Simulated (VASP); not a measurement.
# Be (P6_3/mmc) in VASP: notebook

Runs on Be. Level: PBE. Tasks: relaxation of cell and atoms, single point.

Program: VASP 6.6.1. These are calculated values, not measurements. Logs are shortened: lines on timing, memory, paths and dates and some standing lists are left out, and cuts for length are marked.

**1. The cell of the first run**

It takes space group P6_3/mmc (No. 194, hexagonal). Conventional cell: a = 2.072 Å, b = 2.072 Å, c = 3.293 Å, α = 90.00°, β = 90.00°, γ = 120.00°. Within 2.7 Å of Be (site symmetry -6m2) lie 12 Be at 2.04 to 2.07 Å.

**2. Relaxation of cell and atoms, PBE, target pressure 47.9 GPa, at which the enthalpy is minimised**

INCAR

```
ALGO     = Normal         # electronic algorithm
EDIFF    = 1E-6           # SCF threshold, eV
EDIFFG   = -0.002         # ionic threshold
ENCUT    = 600            # plane-wave cutoff, eV
GGA      = PE             # functional
IBRION   = 2              # ionic algorithm
ISIF     = 3              # what is computed and relaxed
ISMEAR   = -1             # smearing method
LASPH    = T              # aspherical terms in the spheres
LCHARG   = F              # write CHGCAR
LREAL    = F              # projectors in reciprocal space
LWAVE    = F              # write WAVECAR
NELM     = 100            # most SCF steps
NSW      = 80             # ionic steps
PREC     = Accurate       # precision mode
PSTRESS  = 479.0        
SIGMA    = 0.1            # smearing width, eV
```

KPOINTS

```
k-points
0
Gamma
  24 24 12
```

POSCAR

```
Be
1.0
    2.0721781041      0.0000000000      0.0000000000
   -1.0360890521      1.7945588793      0.0000000000
    0.0000000000      0.0000000000      3.2931270126
Be
2
Direct
    0.3333333333      0.6666666667      0.2500000000
    0.6666666667      0.3333333333      0.7500000000
```

Potentials or basis: VASP PAW PBE potentials, release 64 (Be).

Command:

```console
cat potpaw_PBE.64/Be/POTCAR > POTCAR
mpirun -np 1 vasp_std > vasp.out
```

OUTCAR:

```text
EDIFF = 1E-6
   EDIFFG = -0.002
   ENCUT = 600
   GGA = PE
   IBRION = 2
   ISIF = 3
   ISMEAR = -1
   LASPH = T
   LREAL = F
   NELM = 100
   NSW = 80
   PREC = Accurate
   PSTRESS = 479.0

 ion  position               nearest neighbor table
   1  0.333  0.667  0.250-   2 2.04   2 2.04   2 2.04   2 2.04   2 2.04   2 2.04
   2  0.667  0.333  0.750-   1 2.04   1 2.04   1 2.04   1 2.04   1 2.04   1 2.04

  LATTYP: Found a hexagonal cell.
 ALAT       =     2.0721781041
 C/A-ratio  =     1.5892104091

  Lattice vectors:

 A1 = (   2.0721781041,   0.0000000000,   0.0000000000)
 A2 = (  -1.0360890521,   1.7945588793,   0.0000000000)
 A3 = (   0.0000000000,   0.0000000000,   3.2931270126)

Analysis of symmetry for initial positions (statically):
=====================================================================
 Subroutine PRICEL returns:
 Original cell was already a primitive cell.

 Routine SETGRP: Setting up the symmetry group for a
 hexagonal supercell.

 Subroutine GETGRP returns: Found 24 space group operations
 (whereof 12 operations were pure point group operations)
 out of a pool of 24 trial point group operations.

The static configuration has the point symmetry D_3d.
 The point group associated with its full space group is D_6h.

Analysis of symmetry for dynamics (positions and initial velocities):
=====================================================================
 Subroutine PRICEL returns:
 Original cell was already a primitive cell.

 Routine SETGRP: Setting up the symmetry group for a
 hexagonal supercell.

 Subroutine GETGRP returns: Found 24 space group operations
 (whereof 12 operations were pure point group operations)
 out of a pool of 24 trial point group operations.

The dynamic configuration has the point symmetry D_3d.
 The point group associated with its full space group is D_6h.

 Subroutine INISYM returns: Found 24 space group operations
 (whereof 12 operations are pure point group operations),
 and found     1 'primitive' translations

----------------------------------------------------------------------------------------

                                     Primitive cell

  volume of cell :      12.2460

  direct lattice vectors                    reciprocal lattice vectors
     2.072178104  0.000000000  0.000000000     0.482584001  0.278620003  0.000000000
    -1.036089052  1.794558879  0.000000000     0.000000000  0.557240006  0.000000000
     0.000000000  0.000000000  3.293127013     0.000000000  0.000000000  0.303662749

  length of vectors
     2.072178104  2.072178104  3.293127013     0.557240006  0.557240006  0.303662749

  position of ions in fractional coordinates (direct lattice)
     0.333333333  0.666666667  0.250000000
     0.666666667  0.333333333  0.750000000

  ion indices of the primitive-cell ions
   primitive index   ion index
                 1           1
                 2           2

----------------------------------------------------------------------------------------

 KPOINTS: k-points

Automatic generation of k-mesh.
 Grid dimensions read from file:
 generate k-points for:   24   24   12

 Generating k-lattice:

  Cartesian coordinates                     Fractional coordinates (reciprocal lattice)
     0.020107667  0.011609167  0.000000000     0.041666667 -0.000000000  0.000000000
     0.000000000  0.023218334  0.000000000     0.000000000  0.041666667  0.000000000
     0.000000000  0.000000000  0.025305229     0.000000000  0.000000000  0.083333333

  Length of vectors
     0.023218334  0.023218334  0.025305229

  Shift w.r.t. Gamma in fractional coordinates (k-lattice)
     0.000000000  0.000000000  0.000000000

 Subroutine IBZKPT returns following result:
 ===========================================

 Found    427 irreducible k-points:

 Following reciprocal coordinates:
            Coordinates               Weight
  0.000000  0.000000  0.000000      1.000000
  0.041667  0.000000  0.000000      6.000000
  0.083333  0.000000  0.000000      6.000000
  0.125000  0.000000  0.000000      6.000000
  0.166667  0.000000  0.000000      6.000000
  0.208333 -0.000000  0.000000      6.000000
[... 16 lines left out ...]
  0.416667  0.041667  0.000000     12.000000
  0.458333  0.041667  0.000000     12.000000
 [... further k-points ...]
   k-points           NKPTS =    427   k-points in BZ     NKDIM =    427   number of bands    NBANDS=      6
   number of dos      NEDOS =    301   number of ions     NIONS =      2
   total plane-waves  NPLWV =   9072
   dimension x,y,z NGX =    18 NGY =   18 NGZ =   28
   dimension x,y,z NGXF=    36 NGYF=   36 NGZF=   56
   ions per type =               2
   NGX,Y,Z   is equivalent  to a cutoff of  14.44, 14.44, 14.14 a.u.
   NGXF,Y,Z  is equivalent  to a cutoff of  28.88, 28.88, 28.27 a.u.
 SYSTEM =  unknown system
   PREC   = accura    normal or accurate (medium, high low for compatibility)
   ISTART =      0    job   : 0-new  1-cont  2-samecut
   ICHARG =      2    charge: 1-file 2-atom 10-const
   ISPIN  =      1    spin polarized calculation?
   LNONCOLLINEAR =      F non collinear calculations
   LSORBIT =      F    spin-orbit coupling
   LASPH  =      T    aspherical Exc in radial PAW
   ENCUT  =  600.0 eV  44.10 Ry    6.64 a.u.   4.14  4.14  6.58*2*pi/ulx,y,z
   NELM   =    100;   NELMIN=  2; NELMDL= -5     # of ELM steps
   EDIFF  = 0.1E-05   stopping-criterion for ELM
   LREAL  =      F    real-space projection
   EDIFFG = -.2E-02   stopping-criterion for IOM
   NSW    =     80    number of steps for IOM
   IBRION =      2    ionic relax: 0-MD 1-quasi-New 2-CG
   NFREE  =      1    steps in history (QN), initial steepest desc. (CG)
   ISIF   =      3    stress and relaxation
   ISYM   =      2    0-nonsym 1-usesym 2-fastsym
   POTIM  = 0.5000    time-step for ionic-motion
   TEBEG  =    0.0;   TEEND  =   0.0 temperature during run
   PSTRESS=  479.0 pullay stress
   NELECT =       4.0000    total number of electrons
   NUPDOWN=      -1.0000    fix difference up-down
   EMIN   =  10.00;   EMAX   =-10.00  energy-range for DOS
   EFERMI =   0.00;   METHOD = LEGACY
   ISMEAR =    -1;   SIGMA  =   0.10  broadening in eV -4-tet -1-fermi 0-gaus
   EFERMI_NEDOS =   21; number of points for ismear=-14 and -15
   IALGO  =     38    algorithm
   IMIX   =      4    mixing-type and parameters
     AMIX     =   0.40;   BMIX     =  1.00
     AMIX_MAG =   1.60;   BMIX_MAG =  1.00
  volume/ion in A,a.u.               =       6.12        41.32
  Fermi-wavevector in a.u.,A,eV,Ry     =   1.127449  2.130570 17.294940  1.271142
  Thomas-Fermi vector in A             =   2.264136
   LORBIT       =      0    0 simple, 1 ext, 2 COOP (PROOUT), +10 PAW based schemes
   GGA     = PE    functional components
   LHFCALC =     F    Hartree Fock is set to
   AEXX    =    0.0000 exact exchange contribution
   IVDW    =     0    specifies the selected vdW correction
   LEPSILON=     F    determine dielectric tensor
   LRPA    =     F    only Hartree local field effects (RPA)
 conjugate gradient relaxation of ions
 non-spin polarized calculation
  energy-cutoff  :      600.00
  volume of cell :       12.25
 maximum number of plane-waves:       426
 NGX is ok and might be reduce to    18
   NGX =  9   NGY =  9   NGZ = 13

--------------------------------------- Ionic step        1  -------------------------------------------

 number of electron       4.0000000 magnetization

 Free energy of the ion-electron system (eV)
  ---------------------------------------------------
  ext. energy  EPLUGINS =         0.00000000
  ---------------------------------------------------
  free energy    TOTEN  =        -7.08547758 eV

  energy without entropy =       -7.08036796  energy(sigma->0) =       -7.08292277

------------------------ aborting loop because EDIFF is reached ----------------------------------------

  FORCE on cell =-STRESS in cart. coord.  units (eV):
  Direction    XX          YY          ZZ          XY          YZ          ZX
  --------------------------------------------------------------------------------------
  -------------------------------------------------------------------------------------
  Total        3.6830027      3.6830027      3.7126100     -0.0000000     -0.0000000      0.0000000
  in kB      481.8583072    481.8583072    485.7319183     -0.0000000     -0.0000000      0.0000000
  external PRESSURE =       4.1495109 kB  Pullay stress =     479.0000000 kB

 VOLUME and BASIS-vectors are now :
 -----------------------------------------------------------------------------
  energy-cutoff  :      600.00
  volume of cell :       12.25
      direct lattice vectors                 reciprocal lattice vectors
     2.072178104  0.000000000  0.000000000     0.482584001  0.278620003  0.000000000
    -1.036089052  1.794558879  0.000000000     0.000000000  0.557240006  0.000000000
     0.000000000  0.000000000  3.293127013     0.000000000  0.000000000  0.303662749
[... 46 lines left out ...]
  FREE ENERGIE OF THE ION-ELECTRON SYSTEM (eV)
  ---------------------------------------------------
  free  energy   TOTEN  =        -7.0939069646 eV

  energy  without entropy=       -7.0887881192  energy(sigma->0) =       -7.09134754

  enthalpy is  TOTEN    =        -3.4243426796 eV   P V=        3.6695642851

--------------------------------------- Ionic step        3  -------------------------------------------

 number of electron       4.0000000 magnetization

 Free energy of the ion-electron system (eV)
  ---------------------------------------------------
  ext. energy  EPLUGINS =         0.00000000
  ---------------------------------------------------
  free energy    TOTEN  =        -7.09127843 eV

  energy without entropy =       -7.08616247  energy(sigma->0) =       -7.08872045

 E-fermi :   9.2953     XC(G=0): -11.4726

 val. band max:        9.2679542106   @ k =   0.3333   0.2917   0.0833
 cond. band min:       9.3178883629   @ k =   0.3333   0.2917   0.0000
 fundamental gap:      0.0499341524
 Fermi energy:         9.2953239024

 k-point     1 :       0.0000    0.0000    0.0000
  band No.  band energies     occupation
      1      -3.4669      2.00000
      2       3.7538      2.00000
      3      11.2285      0.00000
      4      29.0290      0.00000
      5      29.0290      0.00000
      6      32.3590      0.00000

 k-point     2 :       0.0417    0.0000    0.0000
  band No.  band energies     occupation
      1      -3.4127      2.00000
      2       3.8323      2.00000
      3      11.2313      0.00000
      4      28.4973      0.00000
      5      28.5837      0.00000
      6      32.3921      0.00000
[... 181 lines left out ...]
 k-point    23 :       0.4167    0.0417    0.0000
  band No.  band energies     occupation
      1       2.4203      2.00000
      2       7.0830      2.00000
      3      12.1695      0.00000
      4      17.4453      0.00000
      5      18.5605      0.00000
      6      19.9413      0.00000

 k-point    24 :       0.4583    0.0417    0.0000
  band No.  band energies     occupation
      1       3.2215      2.00000
      2       6.1630      2.00000
      3      13.4022      0.00000
      4      17.0463      0.00000
      5      17.7584      0.00000
      6      19.4668      0.00000

 [... further k-points ...]

------------------------ aborting loop because EDIFF is reached ----------------------------------------

  FORCE on cell =-STRESS in cart. coord.  units (eV):
  Direction    XX          YY          ZZ          XY          YZ          ZX
  --------------------------------------------------------------------------------------
  -------------------------------------------------------------------------------------
  Total        3.6643979      3.6643979      3.6691789     -0.0000000      0.0000000     -0.0000000
  in kB      478.6693512    478.6693512    479.2938734     -0.0000000      0.0000000     -0.0000000
  external PRESSURE =      -0.1224747 kB  Pullay stress =     479.0000000 kB

 VOLUME and BASIS-vectors are now :
 -----------------------------------------------------------------------------
  energy-cutoff  :      600.00
  volume of cell :       12.27
      direct lattice vectors                 reciprocal lattice vectors
     2.072928044 -0.000000000  0.000000000     0.482409412  0.278519204  0.000000000
    -1.036464022  1.795208347  0.000000000     0.000000000  0.557038408  0.000000000
    -0.000000000 -0.000000000  3.295933984    -0.000000000 -0.000000000  0.303404135

 POSITION                                       TOTAL-FORCE (eV/Angst)
 -----------------------------------------------------------------------------------
     -0.00000      1.19681      0.82398         0.000000     -0.000000      0.000000
      1.03646      0.59840      2.47195        -0.000000      0.000000      0.000000
 -----------------------------------------------------------------------------------
    total drift:                                0.000000     -0.000000      0.000000

  FREE ENERGIE OF THE ION-ELECTRON SYSTEM (eV)
  ---------------------------------------------------
  free  energy   TOTEN  =        -7.0912784260 eV

  energy  without entropy=       -7.0861624696  energy(sigma->0) =       -7.08872045

  enthalpy is  TOTEN    =        -3.4243492552 eV   P V=        3.6669291708

 reached required accuracy - stopping structural energy minimisation
```

It took 42 s on 1 thread of Intel Xeon Platinum 8259CL at 2.50GHz (Skylake/Cascade Lake), shared host; peak memory 0.15 GiB.

Results:

- Free energy: -7.0913 eV
- Relaxed volume: 6.13 Å³/atom
- Relaxed cell: a = 2.073 Å, b = 2.073 Å, c = 3.296 Å, α = 90.00°, β = 90.00°, γ = 120.00°
- Space group after relaxing (to 0.05 Å): P6_3/mmc (No. 194)
- Energy change on relaxing (the enthalpy is what falls): -2.9 meV/atom
- Ionic steps: 3
- Pressure after relaxing: 47.9 GPa
- Band gap on the k mesh: zero (band 2 reaches 10.38 eV, above the bottom of band 3 at 8.02 eV)

The path:
```csv
step,energy change (eV),largest force (eV/Å),pressure (GPa),volume (Å³)
1,0.0000,0.0000,48.31,12.25
2,-0.0084,0.0000,47.69,12.27
3,-0.0058,0.0000,47.89,12.27
```

Final structure:
```cif
data_structure
_symmetry_space_group_name_H-M 'P 1'
_symmetry_Int_Tables_number 1
_cell_length_a 2.0729
_cell_length_b 2.0729
_cell_length_c 3.2959
_cell_angle_alpha 90.000
_cell_angle_beta 90.000
_cell_angle_gamma 120.000
_cell_volume 12.27
loop_
_atom_site_label
_atom_site_type_symbol
_atom_site_fract_x
_atom_site_fract_y
_atom_site_fract_z
_atom_site_occupancy
Be1 Be 0.33333 0.66667 0.25000 1
Be2 Be 0.66667 0.33333 0.75000 1
```

Levels at points of the mesh, in eV from the Fermi level:
```
           k point  band 1  band 2  band 3  band 4  band 5  band 6
(0.00, 0.00, 0.00)  -12.76   -5.54    1.93   19.73   19.73   23.06
(0.50, 0.00, 0.00)   -5.99   -3.33    4.29    7.43    8.54   11.56
(0.00, 0.00, 0.50)  -10.45  -10.45   12.69   12.69   21.73   21.73
(0.50, 0.00, 0.50)   -4.43   -4.43    2.51    2.51   14.66   14.66
```

Caveat: the cell is relaxed towards a set pressure, so the enthalpy falls and the energy may rise.

**3. Single point, PBE**

This run uses another cell than the first one, of 5.31 Å³/atom, 0.867 times its volume.

INCAR

```
PREC     = Accurate       # precision mode
ENCUT    = 520            # plane-wave cutoff, eV
EDIFF    = 1E-7           # SCF threshold, eV
ISMEAR   = 0              # smearing method
SIGMA    = 0.1            # smearing width, eV
LREAL    = F              # projectors in reciprocal space
LASPH    = T              # aspherical terms in the spheres
NELM     = 100            # most SCF steps
ALGO     = Fast           # electronic algorithm
ISIF     = 2              # what is computed and relaxed
LWAVE    = F              # write WAVECAR
LCHARG   = F              # write CHGCAR
GGA      = PE             # functional
NBANDS   = 9              # bands
```

KPOINTS

```
regular mesh
0
Gamma
  9 9 6
```

POSCAR

```
Be
1.0
    1.9748631120      0.0000000000      0.0000000000
   -0.9874315560      1.7102816240      0.0000000000
    0.0000000000      0.0000000000      3.1420012881
Be
2
Direct
    0.3333333333      0.6666666667      0.2500000000
    0.6666666667      0.3333333333      0.7500000000
```

Potentials or basis: VASP PAW PBE potentials, release 64 (Be).

Command:

```console
cat potpaw_PBE.64/Be/POTCAR > POTCAR
mpirun -np 1 vasp_std > vasp.out
```

Wall time 3.5 s (1 thread of Intel Xeon Platinum 8488C (Sapphire Rapids), shared host); peak memory 0.11 GiB.

The run converged. Its results:

```
Free energy            : -6.3903 eV
Pressure               : 95.2 GPa
Band gap on the k mesh : zero (band 2 reaches 11.88 eV, above the bottom of band 3 at 9.36 eV)
```

Stress tensor (GPa, compression positive):
```
95.20  0.00  0.00
 0.00 95.20  0.00
 0.00  0.00 95.09
```

Levels at points of the mesh, in eV from the Fermi level:
| k point | band 1 | band 2 | band 3 | band 4 | band 5 | band 6 | band 7 |
| --- | --- | --- | --- | --- | --- | --- | --- |
| (0.00, 0.00, 0.00) | -13.01 | -5.66 | 3.18 | 22.61 | 22.61 | 26.27 | 26.27 |
| (0.00, 0.00, 0.50) | -10.62 | -10.62 | 14.69 | 14.69 | 24.87 | 24.87 | 24.87 |

Caveat: the k points lie up to 0.41 Å⁻¹ apart.

**4. Single point, PBE**

This run uses another cell than the first one, of 6.90 Å³/atom, 1.127 times its volume.

INCAR

```
SYSTEM = Be
PREC = Accurate
ENCUT = 520
EDIFF = 1E-6
ISMEAR = 0
SIGMA = 0.1
LREAL = .False.
LASPH = .True.
NELM = 100
ALGO = Fast
ISIF = 2
LWAVE = .False.
LCHARG = .True.
GGA = PE
LELF = .True.
LVHAR = .True.
NBANDS = 9
```

KPOINTS

```
regular mesh
0
Gamma
  9 9 6
  0 0 0
```

POSCAR

```
Be
1.0
    2.1651416596      0.0000000000      0.0000000000
   -1.0825708298      1.8750676800      0.0000000000
    0.0000000000      0.0000000000      3.3982771441
Be
2
Direct
    0.3333333333      0.6666666667      0.2500000000
    0.6666666667      0.3333333333      0.7500000000
```

Command:

```console
cat potpaw_PBE.64/Be/POTCAR > POTCAR
mpirun -np 1 vasp_std > vasp.out
```

Run time: 3.2 s. Hardware: 1 thread of Intel Xeon Platinum 8488C (Sapphire Rapids), shared host; peak memory 0.11 GiB.

The run converged. Its results:

```
Free energy            : -7.4278 eV
Pressure               : 21.4 GPa
Band gap on the k mesh : zero (band 2 reaches 9.30 eV, above the bottom of band 3 at 6.96 eV)
```

Stress tensor (GPa, compression positive):
```
21.33  0.00  0.00
 0.00 21.33  0.00
 0.00  0.00 21.42
```

Levels at points of the mesh, in eV from the Fermi level:
| k point | band 1 | band 2 | band 3 | band 4 | band 5 |
| --- | --- | --- | --- | --- | --- |
| (0.00, 0.00, 0.00) | -11.71 | -4.52 | 2.07 | 18.12 | 18.12 |
| (0.00, 0.00, 0.50) | -9.43 | -9.43 | 12.40 | 12.40 | 19.99 |

Caveat: the k points lie up to 0.37 Å⁻¹ apart.

**5. Summary**

```tsv
task	cell	k mesh	cutoff (eV)	smearing	gap on the mesh (eV)	pressure (GPa)
relaxation of cell and atoms	relaxed to 47.9 GPa from a = 2.072, b = 2.072, c = 3.293 Å, angles 90.0, 90.0, 120.0°, 2 atoms	24 × 24 × 12	600	fermi-dirac 0.1 eV	none	47.9
single point	a = 1.975, b = 1.975, c = 3.142 Å, angles 90.0, 90.0, 120.0°, 2 atoms	9 × 9 × 6	520	gaussian 0.1 eV	none	95.2
single point	a = 2.165, b = 2.165, c = 3.398 Å, angles 90.0, 90.0, 120.0°, 2 atoms	9 × 9 × 6	520	gaussian 0.1 eV	none	21.4
```

Alike in all rows: level PBE; potentials or basis VASP PAW PBE potentials, release 64 (Be); no spin polarisation.

Caveats: some runs use coarse meshes; the cell is relaxed towards a set pressure, so the enthalpy falls and the energy may rise (some runs).

Absolute energies hang on the potentials; compare differences alone.
